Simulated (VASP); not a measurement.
# Si16C (a cell with a defect) in VASP: notebook, part 2 of 2

VASP 6.6.1. Earlier steps stand in the parts before.

## (4) Single point, PBE+D3(BJ), collinear spin, zero start

Contents of INCAR:

```
PREC     = Accurate       # precision mode
ENCUT    = 520            # plane-wave cutoff, eV
EDIFF    = 1E-6           # SCF threshold, eV
ISMEAR   = 0              # smearing method
SIGMA    = 0.05           # smearing width, eV
LREAL    = Auto         
LASPH    = T              # aspherical terms in the spheres
NELM     = 150            # most SCF steps
ALGO     = Normal         # electronic algorithm
ISIF     = 2              # what is computed and relaxed
LWAVE    = F              # write WAVECAR
LCHARG   = F              # write CHGCAR
ISPIN    = 2              # spin polarisation
MAGMOM   = 0 0 0 0 0 0 0 0 0 0 0 0 0 0 0 0 0 # initial moments
LORBIT   = 11             # projections on sites
GGA      = PE             # functional
IVDW     = 12             # dispersion correction
NBANDS   = 52             # bands
```

Contents of KPOINTS:

```
regular mesh
0
Gamma
  2 2 2
```

Contents of POSCAR:

```
Si16C
1.0
    0.0000000000      5.4300000000      5.4300000000
    5.4300000000      0.0000000000      5.4300000000
    5.4300000000      5.4300000000      0.0000000000
Si C
16 1
Direct
    0.0317451197     -0.0299186004      0.0089865562
    0.1570116022      0.1063237569      0.1213981584
    0.0229197053     -0.0263734807      0.4949011050
    0.0780850829      0.1288257827      0.6516340700
    0.0248860037      0.4799478821     -0.0030027624
    0.1537080110      0.5962244015      0.1268908840
    0.0036958564      0.4973050645      0.4986910681
    0.1544771639      0.5982745856      0.6231090239
    0.5312269797     -0.0312562615      0.0020395028
    0.6590902394      0.0784086556      0.1401885820
    0.4093154696      0.1797786372      0.4817044199
    0.6498744936      0.1139389503      0.6325496317
    0.5269158379      0.4686532228      0.0009510129
    0.6500073665      0.5954810313      0.1248388582
    0.5308253223      0.4866669429      0.4966032228
    0.6343892265      0.6459744936      0.6059595764
    0.5851793738      0.9285992634      0.4371613260
```

Potentials or basis: VASP PAW PBE potentials, release 64 (Si, C).

Command:

```console
cat potpaw_PBE.64/Si/POTCAR potpaw_PBE.64/C/POTCAR > POTCAR
mpirun -np 1 vasp_std > vasp.out
```

OUTCAR:

```text
PREC = Accurate
   ENCUT = 520
   EDIFF = 1E-6
   ISMEAR = 0
   LREAL = Auto
   LASPH = T
   NELM = 150
   ISIF = 2
   ISPIN = 2
   LORBIT = 11
   GGA = PE
   IVDW = 12
 IVDW          = 12

 ion  position               nearest neighbor table
   1  0.032  0.970  0.009-   4 2.29  10 2.34   6 2.34   2 2.35
   2  0.157  0.106  0.121-   5 2.34   3 2.34   1 2.35   9 2.35
   3  0.023  0.974  0.495-   4 2.34   2 2.34  12 2.35   8 2.35
   4  0.078  0.129  0.652-   1 2.29   7 2.33  11 2.34   3 2.34
   5  0.025  0.480  0.997-   2 2.34   8 2.34  14 2.35   6 2.35
   6  0.154  0.596  0.127-   7 2.34  13 2.34   1 2.34   5 2.35
   7  0.004  0.497  0.499-  16 2.32   4 2.33   6 2.34   8 2.37  11 2.83
   8  0.154  0.598  0.623-   5 2.34   3 2.35  15 2.36   7 2.37
   9  0.531  0.969  0.002-  12 2.32  14 2.34   2 2.35  10 2.36
  10  0.659  0.078  0.140-  17 1.89   1 2.34   9 2.36  13 2.45  11 2.58
  11  0.409  0.180  0.482-  17 1.80   4 2.34  12 2.37  10 2.58   7 2.83  15 3.00  13 3.14
  12  0.650  0.114  0.633-   9 2.32  15 2.34   3 2.35  11 2.37
  13  0.527  0.469  0.001-   6 2.34  14 2.34  10 2.45  16 2.50  11 3.14
  14  0.650  0.595  0.125-  15 2.34   9 2.34  13 2.34   5 2.35
  15  0.531  0.487  0.497-  14 2.34  12 2.34  16 2.35   8 2.36  11 3.00
  16  0.634  0.646  0.606-  17 1.84   7 2.32  15 2.35  13 2.50
  17  0.585  0.929  0.437-  11 1.80  16 1.84  10 1.89

  LATTYP: Found a face centered cubic cell.
 ALAT       =    10.8600000000

  Lattice vectors:

 A1 = (   0.0000000000,   5.4300000000,   5.4300000000)
 A2 = (   5.4300000000,   0.0000000000,   5.4300000000)
 A3 = (   5.4300000000,   5.4300000000,   0.0000000000)

Analysis of symmetry for initial positions (statically):
=====================================================================
 Subroutine PRICEL returns:
 Original cell was already a primitive cell.

 Routine SETGRP: Setting up the symmetry group for a
 face centered cubic supercell.

 Subroutine GETGRP returns: Found  1 space group operations
 (whereof  1 operations were pure point group operations)
 out of a pool of 48 trial point group operations.

The static configuration has the point symmetry C_1 .

Analysis of symmetry for dynamics (positions and initial velocities):
=====================================================================
 Subroutine PRICEL returns:
 Original cell was already a primitive cell.

 Routine SETGRP: Setting up the symmetry group for a
 face centered cubic supercell.

 Subroutine GETGRP returns: Found  1 space group operations
 (whereof  1 operations were pure point group operations)
 out of a pool of 48 trial point group operations.

The dynamic configuration has the point symmetry C_1 .

Analysis of structural, dynamic, and magnetic symmetry:
=====================================================================
 Subroutine PRICEL returns:
 Original cell was already a primitive cell.

 Routine SETGRP: Setting up the symmetry group for a
 face centered cubic supercell.

 Subroutine GETGRP returns: Found  1 space group operations
 (whereof  1 operations were pure point group operations)
 out of a pool of 48 trial point group operations.

The overall configuration has the point symmetry C_1 .

 Subroutine INISYM returns: Found  1 space group operations
 (whereof  1 operations are pure point group operations),
 and found     1 'primitive' translations

----------------------------------------------------------------------------------------

                                     Primitive cell
[... 121 lines left out ...]
   IALGO  =     38    algorithm
   IMIX   =      4    mixing-type and parameters
     AMIX     =   0.40;   BMIX     =  1.00
     AMIX_MAG =   1.60;   BMIX_MAG =  1.00
  volume/ion in A,a.u.               =      18.84       127.11
  Fermi-wavevector in a.u.,A,eV,Ry     =   0.976715  1.845724 12.979587  0.953973
  Thomas-Fermi vector in A             =   2.107356
   LORBIT       =     11    0 simple, 1 ext, 2 COOP (PROOUT), +10 PAW based schemes
   GGA     = PE    functional components
   LHFCALC =     F    Hartree Fock is set to
   AEXX    =    0.0000 exact exchange contribution
   IVDW    =    12    specifies the selected vdW correction
   LEPSILON=     F    determine dielectric tensor
   LRPA    =     F    only Hartree local field effects (RPA)
 spin polarized calculation
 Gauss-broadening in eV      SIGMA  =   0.05
  energy-cutoff  :      520.00
  volume of cell :      320.21
 maximum number of plane-waves:      8646
 NGX is ok and might be reduce to    60
   NGX = 29   NGY = 29   NGZ = 29

 number of electron      67.9999999 magnetization       0.0000010

 number of electron      67.9999999 magnetization      -0.0000117

 Free energy of the ion-electron system (eV)
  ---------------------------------------------------
  ext. energy  EPLUGINS =         0.00000000
  ---------------------------------------------------
  free energy    TOTEN  =       -91.00317105 eV

  energy without entropy =      -90.99815010  energy(sigma->0) =      -91.00066057

 E-fermi :   6.0928     XC(G=0):  -9.5670

 val. band max:        6.0619762764   @ k =   0.5000   0.5000   0.0000
 cond. band min:       6.1240158127   @ k =   0.0000   0.0000   0.0000
 fundamental gap:      0.0620395363
 Fermi energy:         6.0927528967

 spin component 1

 k-point     1 :       0.0000    0.0000    0.0000
  band No.  band energies     occupation
      1      -7.0552      1.00000
      2      -5.3116      1.00000
      3      -3.8392      1.00000
      4      -3.7897      1.00000
      5      -3.6736      1.00000
      6      -2.9441      1.00000
[... 381 lines left out ...]
     45      10.0544      0.00000
     46      10.1976      0.00000
 Fermi energy:         6.0927528967

 spin component 2

 k-point     1 :       0.0000    0.0000    0.0000
  band No.  band energies     occupation
      1      -7.0552      1.00000
      2      -5.3116      1.00000
      3      -3.8392      1.00000
      4      -3.7897      1.00000
      5      -3.6736      1.00000
      6      -2.9441      1.00000
[... 381 lines left out ...]
     45      10.0544      0.00000
     46      10.1976      0.00000
 [bands above 46 left out]

------------------------ aborting loop because EDIFF is reached ----------------------------------------

 Edisp (eV)   -5.31848

 E8    (eV) :    -2.1816

  FORCE on cell =-STRESS in cart. coord.  units (eV):
  Direction    XX          YY          ZZ          XY          YZ          ZX
  --------------------------------------------------------------------------------------
  -------------------------------------------------------------------------------------
  Total       5.18583    -1.73838    -1.10978    -0.66590     1.87650    -0.90730
  in kB      25.94773    -8.69815    -5.55289    -3.33188     9.38921    -4.53976
  external pressure =        3.90 kB  Pullay stress =        0.00 kB

 VOLUME and BASIS-vectors are now :
 -----------------------------------------------------------------------------
  energy-cutoff  :      520.00
  volume of cell :      320.21
      direct lattice vectors                 reciprocal lattice vectors
     0.000000000  5.430000000  5.430000000    -0.092081031  0.092081031  0.092081031
     5.430000000  0.000000000  5.430000000     0.092081031 -0.092081031  0.092081031
     5.430000000  5.430000000  0.000000000     0.092081031  0.092081031 -0.092081031

 POSITION                                       TOTAL-FORCE (eV/Angst)
 -----------------------------------------------------------------------------------
      5.31634      0.22117      5.43992        -0.016761     -0.000849      0.002055
      1.23653      1.51177      1.42991         0.026108     -0.007140     -0.020802
      7.97410      2.81177      5.41125         0.043119     -0.039782     -0.041011
      4.23790      3.96238      1.12353        -0.026129      0.066516      0.051549
      8.01981      5.54883      2.74125        -0.006202     -0.005952      0.001117
      3.92652      1.52365      4.07213        -0.007699     -0.005674      0.000902
[... 9 lines left out ...]
      6.79800      6.73509      6.95238        -0.034193      0.020948     -0.010549
      7.41608      5.55131      8.21982        -0.239322     -0.249346     -0.067574
 -----------------------------------------------------------------------------------
    total drift:                               -0.003901      0.001187     -0.000163

  FREE ENERGIE OF THE ION-ELECTRON SYSTEM (eV)
  ---------------------------------------------------
  free  energy   TOTEN  =       -96.3216509541 eV

  energy  without entropy=      -96.3166300074  energy(sigma->0) =      -96.31914048

 total charge

# of ion       s       p       d       tot
------------------------------------------
    1        0.749   0.958   0.000   1.707
    2        0.741   0.958   0.000   1.699
    3        0.743   0.945   0.000   1.688
    4        0.762   0.945   0.000   1.707
    5        0.738   0.959   0.000   1.697
    6        0.742   0.952   0.000   1.694
[... 9 lines left out ...]
   16        0.752   0.936   0.000   1.688
   17        0.892   1.533   0.000   2.426
--------------------------------------------------
tot         12.898  16.535   0.000  29.433

 magnetization (x)

# of ion       s       p       d       tot
------------------------------------------
    1        0.000   0.000   0.000   0.000
    2        0.000   0.000   0.000   0.000
    3        0.000   0.000   0.000   0.000
    4       -0.000  -0.000   0.000  -0.000
    5        0.000   0.000   0.000   0.000
    6       -0.000  -0.000   0.000  -0.000
[... 9 lines left out ...]
   16        0.000   0.000   0.000   0.000
   17       -0.000  -0.000   0.000  -0.000
--------------------------------------------------
tot          0.000  -0.000   0.000  -0.000
```

It took 5.1 min on 1 thread of AMD EPYC 9R45 (Zen 5), shared host; peak memory 0.67 GiB.

What came out:

* Free energy: -96.3217 eV
* Pressure: 0.4 GPa
* Largest force: 0.352 eV/Å
* Band gap on the k mesh: zero (filled and empty bands overlap)
* Net moment: 0.00 μB per cell
* Valence electrons inside the program's atomic spheres: Si 1.71, 1.70, 1.69, 1.65, 1.68 (each value once); C 2.43
* Dispersion energy per atom: -0.313 eV

Forces on the atoms (eV/Å):
```
Si  -0.017 -0.001  0.002
Si   0.026 -0.007 -0.021
Si   0.043 -0.040 -0.041
Si  -0.026  0.067  0.052
Si  -0.006 -0.006  0.001
Si  -0.008 -0.006  0.001
Si  -0.034  0.021  0.025
Si   0.022 -0.003  0.015
Si   0.016 -0.001 -0.031
Si  -0.040  0.023 -0.054
Si   0.031  0.168  0.033
Si   0.198 -0.007  0.065
Si   0.003  0.031 -0.040
Si   0.003 -0.001 -0.001
Si   0.063 -0.010  0.072
Si  -0.034  0.021 -0.011
C   -0.239 -0.249 -0.068
```

Stress tensor (GPa, compression positive):
```
 2.59 -0.33 -0.45
-0.33 -0.87  0.94
-0.45  0.94 -0.56
```

Levels at points of the mesh, in eV from the Fermi level:
Spin up:
| k point | band 31 | band 32 | band 33 | band 34 | band 35 | band 36 | band 37 | band 38 |
| --- | --- | --- | --- | --- | --- | --- | --- | --- |
| (0.00, 0.00, 0.00) | -0.90 | -0.66 | -0.45 | -0.21 | -0.11 | 0.03 | 0.70 | 0.78 |
| (0.50, 0.00, 0.00) | -1.01 | -0.96 | -0.81 | -0.19 | 0.13 | 1.10 | 1.21 | 1.32 |
| (0.00, 0.50, 0.00) | -1.03 | -0.95 | -0.61 | -0.25 | 0.69 | 0.94 | 1.34 | 1.42 |
| (0.00, 0.00, 0.50) | -1.09 | -0.84 | -0.83 | 0.09 | 0.56 | 0.96 | 1.33 | 1.42 |
| (0.50, 0.50, 0.50) | -0.97 | -0.93 | -0.81 | -0.29 | 0.42 | 1.19 | 1.26 | 1.31 |
| (0.50, 0.50, 0.00) | -1.50 | -1.37 | -1.14 | -0.03 | 0.83 | 1.31 | 1.64 | 2.03 |
| (0.00, 0.50, 0.50) | -1.46 | -1.38 | -0.49 | -0.11 | 0.77 | 1.42 | 1.58 | 1.76 |
| (0.50, 0.00, 0.50) | -1.45 | -1.41 | -0.95 | -0.30 | 0.89 | 1.32 | 1.62 | 2.02 |
Spin down:
| k point | band 30 | band 31 | band 32 | band 33 | band 34 | band 35 | band 36 | band 37 | band 38 | band 39 |
| --- | --- | --- | --- | --- | --- | --- | --- | --- | --- | --- |
| (0.00, 0.00, 0.00) | -1.12 | -0.90 | -0.66 | -0.45 | -0.21 | -0.11 | 0.03 | 0.70 | 0.78 | 0.84 |
| (0.50, 0.00, 0.00) | -1.18 | -1.01 | -0.96 | -0.81 | -0.19 | 0.13 | 1.10 | 1.21 | 1.32 | 1.54 |
| (0.00, 0.50, 0.00) | -1.15 | -1.03 | -0.95 | -0.61 | -0.25 | 0.69 | 0.94 | 1.34 | 1.42 | 1.60 |
| (0.00, 0.00, 0.50) | -1.32 | -1.09 | -0.84 | -0.83 | 0.09 | 0.56 | 0.96 | 1.33 | 1.42 | 1.50 |
| (0.50, 0.50, 0.50) | -1.37 | -0.97 | -0.93 | -0.81 | -0.29 | 0.42 | 1.19 | 1.26 | 1.31 | 1.62 |
| (0.50, 0.50, 0.00) | -1.65 | -1.50 | -1.37 | -1.14 | -0.03 | 0.83 | 1.31 | 1.64 | 2.03 | 2.42 |
| (0.00, 0.50, 0.50) | -1.62 | -1.46 | -1.38 | -0.49 | -0.11 | 0.77 | 1.42 | 1.58 | 1.76 | 2.14 |
| (0.50, 0.00, 0.50) | -1.61 | -1.45 | -1.41 | -0.95 | -0.30 | 0.89 | 1.32 | 1.62 | 2.02 | 2.40 |

Caveat: the k points lie up to 0.50 Å⁻¹ apart.

## (5) Summary

| cell | gap on the mesh (eV) | pressure (GPa) | moment (μB) | largest force (eV/Å) |
| --- | --- | --- | --- | --- |
| as given, atomic positions A | 0.26 | 0.1 | 0.00 | 0.01 |
| as given, atomic positions B | none | -0.7 | 0.00 | 0.01 |
| as given, atomic positions C | none | 0.4 | 0.00 | 0.35 |

Alike in all rows: task single point; level PBE+D3(BJ); potentials or basis VASP PAW PBE potentials, release 64 (Si, C); spin collinear, zero start; k mesh 2 × 2 × 2; cutoff (eV) 520; smearing gaussian 0.05 eV.

Caveats: all runs use coarse meshes.

Total energies depend on the potentials used, so only differences within one code and one set of settings carry meaning.
